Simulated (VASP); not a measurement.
# HfO2 (Fm-3m) in VASP: notebook, part 2 of 2

VASP 6.6.1. Earlier steps stand in the parts before.

**3. Single point, r2SCAN**

This run uses another cell than the first one, of 10.36 Å³/atom, 0.906 times its volume.

Input file POSCAR:

```
HfO2
1.0
    0.0000000000      2.4952089600      2.4952089600
    2.4952089600      0.0000000000      2.4952089600
    2.4952089600      2.4952089600      0.0000000000
Hf O
1 2
Direct
    0.0000000000      0.0000000000      0.0000000000
    0.2500000000      0.2500000000      0.2500000000
    0.7500000000      0.7500000000      0.7500000000
```

Input file INCAR.step1:

```
SYSTEM = HfO2
PREC     = Accurate       ! precision mode
ENCUT    = 520            ! plane-wave cutoff, eV
ISMEAR   = -1             ! smearing method
SIGMA    = 0.02           ! smearing width, eV
LREAL    = .False.        ! projectors in reciprocal space
LASPH    = .True.         ! aspherical terms in the spheres
NELM     = 80             ! most SCF steps
NBANDS   = 18             ! bands
GGA      = PE             ! functional
ALGO     = Normal         ! electronic algorithm
EDIFF    = 1E-4           ! SCF threshold, eV
LWAVE    = .True.         ! write WAVECAR
LCHARG   = .False.        ! write CHGCAR
```

Input file INCAR.step2:

```
SYSTEM = HfO2
PREC     = Accurate       ! precision mode
ENCUT    = 520            ! plane-wave cutoff, eV
EDIFF    = 1E-6           ! SCF threshold, eV
ISMEAR   = -1             ! smearing method
SIGMA    = 0.02           ! smearing width, eV
LREAL    = .False.        ! projectors in reciprocal space
LASPH    = .True.         ! aspherical terms in the spheres
NELM     = 80             ! most SCF steps
ALGO     = Normal         ! electronic algorithm
ISIF     = 2              ! what is computed and relaxed
LWAVE    = .False.        ! write WAVECAR
LCHARG   = .False.        ! write CHGCAR
METAGGA  = R2SCAN         ! meta-GGA
LMIXTAU  = .True.       
NBANDS   = 18             ! bands
ISTART   = 1
```

Input file KPOINTS:

```
regular mesh
0
Gamma
  10 10 10
  0 0 0
```

Potentials or basis: VASP PAW PBE potentials, release 64 (Hf_pv, O).

On the command line:

```
> cat potpaw_PBE.64/Hf_pv/POTCAR potpaw_PBE.64/O/POTCAR > POTCAR
> cp INCAR.step1 INCAR
> mpirun -np 1 vasp_std > vasp.out
> cp INCAR.step2 INCAR
> mpirun -np 1 vasp_std > vasp.out
```

Run time: 3.9 min. Hardware: 1 thread of AMD EPYC 7R13, shared host; peak memory 0.15 GiB.

It converged, with:

```
Free energy            : -68.5321 eV
Pressure               : 7.6 GPa
Band gap on the k mesh : 4.44 eV, direct
```

Levels at points of the mesh, in eV from the valence-band top:
```csv
k point,band 8,band 9,band 10,band 11,band 12,band 13,band 14,band 15
"(0.00, 0.00, 0.00)",-5.75,-0.66,-0.66,-0.66,4.53,4.53,6.86,11.63
"(0.50, 0.00, 0.00)",-3.14,-2.91,-1.95,-1.95,5.29,5.29,7.96,9.79
"(0.50, 0.50, 0.00)",-3.69,-1.64,-1.64,0.00,4.44,6.28,7.63,9.11
```

Caveat: the PAW data sets were made with another functional, which shifts forces and pressure a little; spin-orbit coupling is left out, which moves the levels of the heavy elements.

**4. Single point, r2SCAN**

This run uses another cell than the first one, of 10.79 Å³/atom, 0.943 times its volume.

Input file POSCAR:

```
HfO2
1.0
    0.0000000000      2.5293941569      2.5293941569
    2.5293941569      0.0000000000      2.5293941569
    2.5293941569      2.5293941569      0.0000000000
Hf O
1 2
Direct
    0.0000000000      0.0000000000      0.0000000000
    0.2500000000      0.2500000000      0.2500000000
    0.7500000000      0.7500000000      0.7500000000
```

Input file INCAR.step1:

```
  PREC = Accurate
  ENCUT = 520
  ISMEAR = -1
  SIGMA = 0.02
  LREAL = False
  LASPH = True
  NELM = 60
  NBANDS = 18
  GGA = PE
  ALGO = Normal
  EDIFF = 1E-4
  LWAVE = True
  LCHARG = False
```

Input file INCAR.step2:

```
  PREC = Accurate
  ENCUT = 520
  EDIFF = 1E-6
  ISMEAR = -1
  SIGMA = 0.02
  LREAL = False
  LASPH = True
  NELM = 60
  ALGO = Normal
  ISIF = 2
  LWAVE = False
  LCHARG = False
  METAGGA = R2SCAN
  LMIXTAU = True
  NBANDS = 18
  ISTART = 1
```

Input file KPOINTS:

```
Automatic mesh
0
Gamma
  10 10 10
```

On the command line:

```
> cat potpaw_PBE.64/Hf_pv/POTCAR potpaw_PBE.64/O/POTCAR > POTCAR
> cp INCAR.step1 INCAR
> mpirun -np 1 vasp_std > vasp.out
> cp INCAR.step2 INCAR
> mpirun -np 1 vasp_std > vasp.out
```

It took 4.4 min on 1 thread of AMD EPYC 7R13, shared host; peak memory 0.15 GiB.

It converged, with:

```
Free energy            : -68.5473 eV
Pressure               : -4.0 GPa
Band gap on the k mesh : 4.31 eV, direct
```

Levels at points of the mesh, in eV from the valence-band top:
```
           k point  band 8  band 9  band 10  band 11  band 12  band 13  band 14  band 15
(0.00, 0.00, 0.00)   -5.48   -0.64    -0.64    -0.64     4.42     4.42     6.52    11.08
(0.50, 0.00, 0.00)   -3.08   -2.82    -1.90    -1.90     5.12     5.12     7.55     9.64
(0.50, 0.50, 0.00)   -3.59   -1.56    -1.56     0.00     4.31     6.05     7.23     8.73
```

Caveat: the PAW data sets were made with another functional, which shifts forces and pressure a little; spin-orbit coupling is left out, which moves the levels of the heavy elements.

**5. Relaxation of the atoms, r2SCAN**

This run uses another cell than the first one, of 10.36 Å³/atom, 0.906 times its volume.

Input file POSCAR:

```
HfO2
1.0
    0.0000000000      2.4952089600      2.4952089600
    2.4952089600      0.0000000000      2.4952089600
    2.4952089600      2.4952089600      0.0000000000
Hf O
1 2
Direct
    0.0000000000      0.0000000000      0.0000000000
    0.2500000000      0.2500000000      0.2500000000
    0.7500000000      0.7500000000      0.7500000000
```

Input file INCAR.step1:

```
ALGO     = Normal         # electronic algorithm
EDIFF    = 1E-4           # SCF threshold, eV
ENCUT    = 520            # plane-wave cutoff, eV
GGA      = PE             # functional
ISMEAR   = -1             # smearing method
LASPH    = True           # aspherical terms in the spheres
LCHARG   = False          # write CHGCAR
LREAL    = False          # projectors in reciprocal space
LWAVE    = True           # write WAVECAR
NELM     = 100            # most SCF steps
PREC     = Accurate       # precision mode
SIGMA    = 0.02           # smearing width, eV
```

Input file INCAR.step2:

```
ALGO     = Normal         # electronic algorithm
EDIFF    = 1E-6           # SCF threshold, eV
EDIFFG   = -0.01          # ionic threshold
ENCUT    = 520            # plane-wave cutoff, eV
IBRION   = 2              # ionic algorithm
ISIF     = 2              # what is computed and relaxed
ISMEAR   = -1             # smearing method
ISTART   = 1            
LASPH    = True           # aspherical terms in the spheres
LCHARG   = False          # write CHGCAR
LMIXTAU  = True         
LREAL    = False          # projectors in reciprocal space
LWAVE    = False          # write WAVECAR
METAGGA  = R2SCAN         # meta-GGA
NELM     = 100            # most SCF steps
NSW      = 50             # ionic steps
PREC     = Accurate       # precision mode
SIGMA    = 0.02           # smearing width, eV
```

Input file KPOINTS:

```
k-points
0
Gamma
  10 10 10
```

On the command line:

```
> cat potpaw_PBE.64/Hf_pv/POTCAR potpaw_PBE.64/O/POTCAR > POTCAR
> cp INCAR.step1 INCAR
> mpirun -np 1 vasp_std > vasp.out
> cp INCAR.step2 INCAR
> mpirun -np 1 vasp_std > vasp.out
```

Wall time 3.1 min (1 thread of AMD EPYC 7R13, shared host); peak memory 0.15 GiB.

It converged, with:

| Property | Result |
| --- | --- |
| Free energy | -68.5321 eV |
| Pressure after relaxing | 7.6 GPa |
| Band gap on the k mesh | 4.44 eV, direct |

Final structure:
```
Hf O
1.0
     0.00000    2.49521    2.49521
     2.49521    0.00000    2.49521
     2.49521    2.49521    0.00000
Hf O
1 2
Direct
  0.00000 0.00000 0.00000
  0.25000 0.25000 0.25000
  0.75000 0.75000 0.75000
```

Levels at points of the mesh, in eV from the valence-band top:
```csv
k point,band 7,band 8,band 9,band 10,band 11,band 12,band 13,band 14,band 15
"(0.00, 0.00, 0.00)",-5.75,-5.75,-0.66,-0.66,-0.66,4.53,4.53,6.86,11.63
"(0.50, 0.00, 0.00)",-4.62,-3.14,-2.92,-1.95,-1.95,5.29,5.29,7.96,9.79
"(0.50, 0.50, 0.00)",-3.69,-3.69,-1.64,-1.64,0.00,4.44,6.28,7.63,9.11
```

Caveat: the relaxation stopped at its first step, so nothing moved; the PAW data sets were made with another functional, which shifts forces and pressure a little; spin-orbit coupling is left out, which moves the levels of the heavy elements.

**6. Single point, r2SCAN**

This run uses another cell than the first one, of 10.14 Å³/atom, 0.887 times its volume.

Input file POSCAR:

```
HfO2
1.0
    0.0000000000      2.4777593800      2.4777593800
    2.4777593800      0.0000000000      2.4777593800
    2.4777593800      2.4777593800      0.0000000000
Hf O
1 2
Direct
    0.0000000000      0.0000000000      0.0000000000
    0.2500000000      0.2500000000      0.2500000000
    0.7500000000      0.7500000000      0.7500000000
```

Input file INCAR.step1:

```
SYSTEM = HfO2
  PREC = Accurate
  ENCUT = 520
  ISMEAR = -1
  SIGMA = 0.02
  LREAL = .FALSE.
  LASPH = .TRUE.
  NELM = 100
  NBANDS = 18
  GGA = PE
  ALGO = Normal
  EDIFF = 1E-4
  LWAVE = .TRUE.
  LCHARG = .FALSE.
```

Input file INCAR.step2:

```
SYSTEM = HfO2
  PREC = Accurate
  ENCUT = 520
  EDIFF = 1E-6
  ISMEAR = -1
  SIGMA = 0.02
  LREAL = .FALSE.
  LASPH = .TRUE.
  NELM = 100
  ALGO = Normal
  ISIF = 2
  LWAVE = .FALSE.
  LCHARG = .TRUE.
  METAGGA = R2SCAN
  LMIXTAU = .TRUE.
  LELF = .TRUE.
  LVHAR = .TRUE.
  NBANDS = 18
  ISTART = 1
```

Input file KPOINTS:

```
regular mesh
0
G
  10 10 10
  0 0 0
```

Potentials or basis: VASP PAW PBE potentials, release 64 (Hf_pv, O).

On the command line:

```
> cat potpaw_PBE.64/Hf_pv/POTCAR potpaw_PBE.64/O/POTCAR > POTCAR
> cp INCAR.step1 INCAR
> mpirun -np 1 vasp_std > vasp.out
> cp INCAR.step2 INCAR
> mpirun -np 1 vasp_std > vasp.out
```

Run time: 84 s. Hardware: 1 thread of Intel Xeon Platinum 8488C (Sapphire Rapids), shared host; peak memory 0.18 GiB.

Results (log left out):

- Free energy: -68.4867 eV
- Pressure: 14.4 GPa
- Band gap on the k mesh: 4.50 eV, direct

Levels at points of the mesh, in eV from the valence-band top:
```tsv
k point	band 8	band 9	band 10	band 11	band 12	band 13	band 14	band 15
(0.00, 0.00, 0.00)	-5.89	-0.67	-0.67	-0.67	4.58	4.58	7.03	11.92
(0.50, 0.00, 0.00)	-3.17	-2.96	-1.97	-1.97	5.37	5.37	8.18	9.87
(0.50, 0.50, 0.00)	-3.74	-1.68	-1.68	0.00	4.50	6.40	7.84	9.31
```

Caveat: the PAW data sets were made with another functional, which shifts forces and pressure a little; spin-orbit coupling is left out, which moves the levels of the heavy elements. r2SCAN opens gaps a little over a GGA but as a rule still falls short of measured ones.

**7. Overview**

```tsv
task	cell	gap on the mesh (eV)	pressure (GPa)
relaxation of the atoms	atoms relaxed from a = 3.647 Å, angles 60.0°, 3 atoms	4.14	-17.4
single point	a = 3.529 Å, angles 60.0°, 3 atoms	4.44	7.6
single point	a = 3.577 Å, angles 60.0°, 3 atoms	4.31	-4.0
relaxation of the atoms	atoms relaxed from a = 3.529 Å, angles 60.0°, 3 atoms	4.44	7.6
single point	a = 3.504 Å, angles 60.0°, 3 atoms	4.50	14.4
```

Alike in all rows: level r2SCAN; potentials or basis VASP PAW PBE potentials, release 64 (Hf_pv, O); no spin polarisation; k mesh 10 × 10 × 10; cutoff (eV) 520; smearing fermi-dirac 0.02 eV.

Caveats: the PAW data sets were made with another functional, which shifts forces and pressure a little; spin-orbit coupling is left out, which moves the levels of the heavy elements; the relaxation stopped at its first step, so nothing moved (some runs).

Total energies depend on the potentials used, so only differences within one code and one set of settings carry meaning.
